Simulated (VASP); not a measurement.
Here is a VASP 6.6.1 calculation.

Contents of INCAR:

```
SYSTEM = Si4BW
  PREC = Accurate
  ENCUT = 520
  EDIFF = 1E-6
  ISMEAR = 0
  SIGMA = 0.1
  LREAL = .False.
  LASPH = .True.
  NELM = 100
  ALGO = Normal
  ISIF = 2
  LWAVE = .False.
  LCHARG = .True.
  GGA = PE
  LELF = .True.
  LVHAR = .True.
  NBANDS = 26
```

Contents of KPOINTS:

```
regular mesh
0
Gamma
  10 10 6
  0 0 0
```

File POSCAR:

```
Si4BW
1.0
    3.7404665697      0.0000000000      0.0000000000
    0.0000000000      3.7404665697      0.0000000000
    0.0000000000      0.0000000000      6.5886721632
Si B W
4 1 1
Direct
    0.5000000000      0.5000000000      0.8221149126
    0.5000000000      0.5000000000      0.1778850874
    0.5000000000      0.0000000000      0.5000000000
    0.0000000000      0.5000000000      0.5000000000
    0.5000000000      0.5000000000      0.5000000000
    0.0000000000      0.0000000000      0.0000000000
```

Potentials or basis: VASP PAW PBE potentials, release 64 (Si, B, W_sv).

The run is started by

```bash
$ cat potpaw_PBE.64/Si/POTCAR potpaw_PBE.64/B/POTCAR potpaw_PBE.64/W_sv/POTCAR > POTCAR
$ mpirun -np 1 vasp_std > vasp.out
```

Q: Predict the pressure.

A: -0.1 GPa.

Q: Predict the band gap on the k mesh.

A: Zero (an odd number of electrons rules out a gap without spin polarisation).

Forces in eV/Å, atoms in the order of the input:
```
Si   0.000  0.000  0.002
Si   0.000  0.000 -0.002
Si   0.000  0.000  0.000
Si   0.000  0.000  0.000
B    0.000  0.000  0.000
W    0.000  0.000  0.000
```

Caveat: spin-orbit coupling is left out, which moves the levels of the heavy elements.
